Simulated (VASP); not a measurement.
# Pt (Imm2) in VASP: single point with PBE

Aim: the single point of Pt with PBE.

All numbers are computed with VASP 6.6.1; they aren't measurements. Logs are shortened: lines on timing, memory, paths and dates and some standing lists are left out, and cuts for length are marked.

### 1 The cell of the first run

The structure is orthorhombic, space group Imm2 (No. 44). The conventional cell has a = 5.538 Å, b = 7.832 Å, c = 5.538 Å, α = 90.00°, β = 90.00°, γ = 90.00°. Within 3.5 Å of Pt (site symmetry mm2) lie 12 Pt at 2.66 to 2.88 Å. Within 3.5 Å of Pt (site symmetry mm2) lie 12 Pt at 2.66 to 2.88 Å. Pt (site symmetry 1) has 12 Pt at 2.71 to 2.83 Å within 3.6 Å. Within 3.6 Å of Pt (site symmetry mm2) lie 12 Pt at 2.77 Å. Within 3.6 Å of Pt (site symmetry mm2) lie 12 Pt at 2.77 Å.

### 2 Single point, PBE (atom 1 (Pt) moved +0.113 Å along Cartesian [1 1 0])

Contents of INCAR:

```
ALGO     = Fast           # electronic algorithm
EDIFF    = 1E-6           # SCF threshold, eV
ENCUT    = 520            # plane-wave cutoff, eV
GGA      = PE             # functional
ISIF     = 2              # what is computed and relaxed
ISMEAR   = 0              # smearing method
LASPH    = T              # aspherical terms in the spheres
LCHARG   = F              # write CHGCAR
LREAL    = F              # projectors in reciprocal space
LWAVE    = F              # write WAVECAR
NBANDS   = 50             # bands
NELM     = 60             # most SCF steps
PREC     = Accurate       # precision mode
SIGMA    = 0.15           # smearing width, eV
```

Contents of KPOINTS:

```
k-points
0
Gamma
  10 10 10
```

Contents of POSCAR:

```
Pt
1.0
    0.0000000000      3.9158000000      3.9158000000
    3.9158000000      0.0000000000      3.9158000000
    3.9158000000      3.9158000000      0.0000000000
Pt
8
Direct
    0.0000000000      0.0000000000      0.0203150092
    0.0000000000      0.0000000000      0.5000000000
    0.0000000000      0.5000000000      0.0000000000
    0.0000000000      0.5000000000      0.5000000000
    0.5000000000      0.0000000000      0.0000000000
    0.5000000000      0.0000000000      0.5000000000
    0.5000000000      0.5000000000      0.0000000000
    0.5000000000      0.5000000000      0.5000000000
```

Potentials or basis: VASP PAW PBE potentials, release 64 (Pt).

The run is started by

```
> cat potpaw_PBE.64/Pt/POTCAR > POTCAR
> mpirun -np 1 vasp_std > vasp.out
```

OUTCAR:

```text
EDIFF = 1E-6
   ENCUT = 520
   GGA = PE
   ISIF = 2
   ISMEAR = 0
   LASPH = T
   LREAL = F
   NELM = 60
   PREC = Accurate

 ion  position               nearest neighbor table
   1  0.000  0.000  0.020-   2 2.66   3 2.71   5 2.71   4 2.71   6 2.71   7 2.77   7 2.77   6 2.83
                             5 2.83   3 2.83   4 2.83   2 2.88
   2  0.000  0.000  0.500-   1 2.66   4 2.77   6 2.77   3 2.77   5 2.77   3 2.77   4 2.77   8 2.77
                             5 2.77   6 2.77   8 2.77   1 2.88
   3  0.000  0.500  0.000-   1 2.71   7 2.77   2 2.77   4 2.77   8 2.77   4 2.77   2 2.77   5 2.77
                             5 2.77   7 2.77   8 2.77   1 2.83
   4  0.000  0.500  0.500-   1 2.71   2 2.77   3 2.77   8 2.77   3 2.77   7 2.77   2 2.77   6 2.77
                             6 2.77   7 2.77   8 2.77   1 2.83
   5  0.500  0.000  0.000-   1 2.71   7 2.77   2 2.77   6 2.77   8 2.77   3 2.77   7 2.77   8 2.77
                             6 2.77   2 2.77   3 2.77   1 2.83
   6  0.500  0.000  0.500-   1 2.71   2 2.77   5 2.77   8 2.77   5 2.77   7 2.77   4 2.77   7 2.77
                             8 2.77   2 2.77   4 2.77   1 2.83
   7  0.500  0.500  0.000-   3 2.77   5 2.77   8 2.77   4 2.77   6 2.77   8 2.77   5 2.77   6 2.77
                             3 2.77   4 2.77   1 2.77   1 2.77
   8  0.500  0.500  0.500-   4 2.77   6 2.77   7 2.77   3 2.77   5 2.77   7 2.77   2 2.77   5 2.77
                             6 2.77   2 2.77   3 2.77   4 2.77

  LATTYP: Found a face centered cubic cell.
 ALAT       =     7.8316000000

  Lattice vectors:

 A1 = (   0.0000000000,   3.9158000000,   3.9158000000)
 A2 = (   3.9158000000,   0.0000000000,   3.9158000000)
 A3 = (   3.9158000000,   3.9158000000,   0.0000000000)

Analysis of symmetry for initial positions (statically):
=====================================================================
 Subroutine PRICEL returns:
 Original cell was already a primitive cell.

 Routine SETGRP: Setting up the symmetry group for a
 face centered cubic supercell.

 Subroutine GETGRP returns: Found  4 space group operations
 (whereof  4 operations were pure point group operations)
 out of a pool of 48 trial point group operations.

The static configuration has the point symmetry C_2v.

Analysis of symmetry for dynamics (positions and initial velocities):
=====================================================================
 Subroutine PRICEL returns:
 Original cell was already a primitive cell.

 Routine SETGRP: Setting up the symmetry group for a
 face centered cubic supercell.

 Subroutine GETGRP returns: Found  4 space group operations
 (whereof  4 operations were pure point group operations)
 out of a pool of 48 trial point group operations.

The dynamic configuration has the point symmetry C_2v.

 Subroutine INISYM returns: Found  4 space group operations
 (whereof  4 operations are pure point group operations),
 and found     1 'primitive' translations

----------------------------------------------------------------------------------------

                                     Primitive cell

  volume of cell :     120.0858

  direct lattice vectors                    reciprocal lattice vectors
     0.000000000  3.915800000  3.915800000    -0.127687829  0.127687829  0.127687829
     3.915800000  0.000000000  3.915800000     0.127687829 -0.127687829  0.127687829
     3.915800000  3.915800000  0.000000000     0.127687829  0.127687829 -0.127687829

  length of vectors
     5.537777468  5.537777468  5.537777468     0.221161807  0.221161807  0.221161807

  position of ions in fractional coordinates (direct lattice)
     0.000000000  0.000000000  0.020315009
     0.000000000  0.000000000  0.500000000
     0.000000000  0.500000000  0.000000000
     0.000000000  0.500000000  0.500000000
     0.500000000  0.000000000  0.000000000
     0.500000000  0.000000000  0.500000000
     0.500000000  0.500000000  0.000000000
     0.500000000  0.500000000  0.500000000

  ion indices of the primitive-cell ions
   primitive index   ion index
                 1           1
                 2           2
                 3           3
                 4           4
                 5           5
                 6           6
                 7           7
                 8           8

----------------------------------------------------------------------------------------

 KPOINTS: k-points

Automatic generation of k-mesh.
 Grid dimensions read from file:
 generate k-points for:   10   10   10

 Generating k-lattice:

  Cartesian coordinates                     Fractional coordinates (reciprocal lattice)
    -0.012768783  0.012768783  0.012768783     0.100000000  0.000000000  0.000000000
     0.012768783 -0.012768783  0.012768783     0.000000000  0.100000000  0.000000000
     0.012768783  0.012768783 -0.012768783     0.000000000  0.000000000  0.100000000

  Length of vectors
     0.022116181  0.022116181  0.022116181

  Shift w.r.t. Gamma in fractional coordinates (k-lattice)
     0.000000000  0.000000000  0.000000000

 Subroutine IBZKPT returns following result:
 ===========================================

 Found    171 irreducible k-points:

 Following reciprocal coordinates:
            Coordinates               Weight
  0.000000  0.000000  0.000000      1.000000
  0.100000  0.000000  0.000000      4.000000
  0.000000  0.000000  0.100000      4.000000
  0.200000  0.000000  0.000000      4.000000
  0.000000  0.000000  0.200000      4.000000
  0.300000  0.000000  0.000000      4.000000
[... 16 lines left out ...]
  0.000000  0.400000  0.100000      8.000000
  0.100000  0.000000  0.400000      8.000000
 [... further k-points ...]
   k-points           NKPTS =    171   k-points in BZ     NKDIM =    171   number of bands    NBANDS=     50
   number of dos      NEDOS =    301   number of ions     NIONS =      8
   total plane-waves  NPLWV =  74088
   dimension x,y,z NGX =    42 NGY =   42 NGZ =   42
   dimension x,y,z NGXF=    84 NGYF=   84 NGZF=   84
   ions per type =               8
   NGX,Y,Z   is equivalent  to a cutoff of  12.61, 12.61, 12.61 a.u.
   NGXF,Y,Z  is equivalent  to a cutoff of  25.22, 25.22, 25.22 a.u.
 SYSTEM =  unknown system
   PREC   = accura    normal or accurate (medium, high low for compatibility)
   ISTART =      0    job   : 0-new  1-cont  2-samecut
   ICHARG =      2    charge: 1-file 2-atom 10-const
   ISPIN  =      1    spin polarized calculation?
   LNONCOLLINEAR =      F non collinear calculations
   LSORBIT =      F    spin-orbit coupling
   LASPH  =      T    aspherical Exc in radial PAW
   ENCUT  =  520.0 eV  38.22 Ry    6.18 a.u.  10.30 10.30 10.30*2*pi/ulx,y,z
   NELM   =     60;   NELMIN=  2; NELMDL= -5     # of ELM steps
   EDIFF  = 0.1E-05   stopping-criterion for ELM
   LREAL  =      F    real-space projection
   EDIFFG = 0.1E-04   stopping-criterion for IOM
   NSW    =      0    number of steps for IOM
   IBRION =     -1    ionic relax: 0-MD 1-quasi-New 2-CG
   NFREE  =      0    steps in history (QN), initial steepest desc. (CG)
   ISIF   =      2    stress and relaxation
   ISYM   =      2    0-nonsym 1-usesym 2-fastsym
   POTIM  = 0.5000    time-step for ionic-motion
   TEBEG  =    0.0;   TEEND  =   0.0 temperature during run
   PSTRESS=    0.0 pullay stress
   NELECT =      80.0000    total number of electrons
   NUPDOWN=      -1.0000    fix difference up-down
   EMIN   =  10.00;   EMAX   =-10.00  energy-range for DOS
   EFERMI =   0.00;   METHOD = LEGACY
   ISMEAR =     0;   SIGMA  =   0.15  broadening in eV -4-tet -1-fermi 0-gaus
   EFERMI_NEDOS =   21; number of points for ismear=-14 and -15
   IALGO  =     68    algorithm
   IMIX   =      4    mixing-type and parameters
     AMIX     =   0.40;   BMIX     =  1.00
     AMIX_MAG =   1.60;   BMIX_MAG =  1.00
  volume/ion in A,a.u.               =      15.01       101.30
  Fermi-wavevector in a.u.,A,eV,Ry     =   1.429797  2.701924 27.814648  2.044319
  Thomas-Fermi vector in A             =   2.549712
   LORBIT       =      0    0 simple, 1 ext, 2 COOP (PROOUT), +10 PAW based schemes
   GGA     = PE    functional components
   LHFCALC =     F    Hartree Fock is set to
   AEXX    =    0.0000 exact exchange contribution
   IVDW    =     0    specifies the selected vdW correction
   LEPSILON=     F    determine dielectric tensor
   LRPA    =     F    only Hartree local field effects (RPA)
 non-spin polarized calculation
 RMM-DIIS sequential band-by-band and
 Gauss-broadening in eV      SIGMA  =   0.15
  energy-cutoff  :      520.00
  volume of cell :      120.09
 maximum number of plane-waves:      3287
 NGX is ok and might be reduce to    42
   NGX = 21   NGY = 21   NGZ = 21

 number of electron      80.0000002 magnetization

 Free energy of the ion-electron system (eV)
  ---------------------------------------------------
  ext. energy  EPLUGINS =         0.00000000
  ---------------------------------------------------
  free energy    TOTEN  =       -48.62334558 eV

  energy without entropy =      -48.46656516  energy(sigma->0) =      -48.54495537

 E-fermi :  11.3663     XC(G=0): -13.5169

 val. band max:       11.3648339393   @ k =   0.1000   0.1000   0.5000
 cond. band min:      11.3666772485   @ k =   0.1000   0.0000   0.0000
 fundamental gap:      0.0018433092
 Fermi energy:        11.3663290249

 k-point     1 :       0.0000    0.0000    0.0000
  band No.  band energies     occupation
      1       1.0849      2.00000
      2       3.9743      2.00000
      3       3.9752      2.00000
      4       3.9831      2.00000
      5       3.9869      2.00000
      6       4.2181      2.00000
[... 42 lines left out ...]
     49      17.2159      0.00000
     50      17.2343      0.00000

 k-point     2 :       0.1000    0.0000    0.0000
  band No.  band energies     occupation
      1       1.1863      2.00000
      2       3.9793      2.00000
      3       4.0528      2.00000
      4       4.0615      2.00000
      5       4.0684      2.00000
      6       4.2817      2.00000
[... 42 lines left out ...]
     49      17.2456      0.00000
     50      17.2737      0.00000

 k-point     3 :       0.0000    0.0000    0.1000
  band No.  band energies     occupation
      1       1.1863      2.00000
      2       3.9803      2.00000
      3       4.0550      2.00000
      4       4.0638      2.00000
      5       4.0644      2.00000
      6       4.2808      2.00000
[... 42 lines left out ...]
     49      17.2692      0.00000
     50      17.2859      0.00000

 k-point     4 :       0.2000    0.0000    0.0000
  band No.  band energies     occupation
      1       1.4834      2.00000
      2       3.9632      2.00000
      3       4.2782      2.00000
      4       4.2929      2.00000
      5       4.2978      2.00000
      6       4.4554      2.00000
[... 999 lines left out ...]
 k-point    23 :       0.0000    0.4000    0.1000
  band No.  band energies     occupation
      1       2.4175      2.00000
      2       3.8118      2.00000
      3       4.7999      2.00000
      4       4.8386      2.00000
      5       4.8599      2.00000
      6       4.9399      2.00000
[... 42 lines left out ...]
     49      16.9416      0.00000
     50      18.8010      0.00000

 k-point    24 :       0.1000    0.0000    0.4000
  band No.  band energies     occupation
      1       2.4167      2.00000
      2       3.8142      2.00000
      3       4.8030      2.00000
      4       4.8408      2.00000
      5       4.8596      2.00000
      6       4.9405      2.00000
[... 42 lines left out ...]
     49      16.9554      0.00000
     50      18.7826      0.00000

 [... further k-points ...]
[... 5 lines left out ...]
  --------------------------------------------------------------------------------------
  -------------------------------------------------------------------------------------
  Total        8.6216104      8.6216104      8.6060023      0.1466248      0.0000000      0.0000000
  in kB      115.0290344    115.0290344    114.8207916      1.9562596      0.0000000      0.0000000
  external PRESSURE =     114.9596202 kB  Pullay stress =       0.0000000 kB

 VOLUME and BASIS-vectors are now :
 -----------------------------------------------------------------------------
  energy-cutoff  :      520.00
  volume of cell :      120.09
      direct lattice vectors                 reciprocal lattice vectors
     0.000000000  3.915800000  3.915800000    -0.127687829  0.127687829  0.127687829
     3.915800000  0.000000000  3.915800000     0.127687829 -0.127687829  0.127687829
     3.915800000  3.915800000  0.000000000     0.127687829  0.127687829 -0.127687829

 POSITION                                       TOTAL-FORCE (eV/Angst)
 -----------------------------------------------------------------------------------
      0.07955      0.07955      0.00000        -1.132797     -1.132797      0.000000
      1.95790      1.95790      0.00000         0.618252      0.618252      0.000000
      1.95790      0.00000      1.95790         0.282209     -0.033508      0.310773
      3.91580      1.95790      1.95790        -0.033508      0.282209     -0.310773
      0.00000      1.95790      1.95790        -0.033508      0.282209      0.310773
      1.95790      3.91580      1.95790         0.282209     -0.033508     -0.310773
      1.95790      1.95790      3.91580        -0.025624     -0.025624      0.000000
      3.91580      3.91580      3.91580         0.042767      0.042767      0.000000
 -----------------------------------------------------------------------------------
    total drift:                                0.000011      0.000011      0.000000

  FREE ENERGIE OF THE ION-ELECTRON SYSTEM (eV)
  ---------------------------------------------------
  free  energy   TOTEN  =       -48.6233455813 eV

  energy  without entropy=      -48.4665651593  energy(sigma->0) =      -48.54495537
```

Wall time 39 min (1 thread of Intel Xeon 8259CL, shared host); peak memory 0.76 GiB.

Results:

* Free energy: -48.6233 eV
* Pressure: 11.5 GPa
* Largest force: 1.602 eV/Å
* Band gap on the k mesh: zero (bands 40 and 41 overlap by 0.91 eV)

Forces on the atoms (eV/Å):
```
Pt  -1.133 -1.133  0.000
Pt   0.618  0.618  0.000
Pt   0.282 -0.034  0.311
Pt  -0.034  0.282 -0.311
Pt  -0.034  0.282  0.311
Pt   0.282 -0.034 -0.311
Pt  -0.026 -0.026  0.000
Pt   0.043  0.043  0.000
```

Caveat: the cell differs from its parent crystal (atom 1 (Pt) moved +0.113 Å along Cartesian [1 1 0]); the cell stands under pressure; spin-orbit coupling is left out, which moves the levels of the heavy elements; forces of over 1 eV/Å act on the atoms, so gaps and moduli don't describe the material at rest.
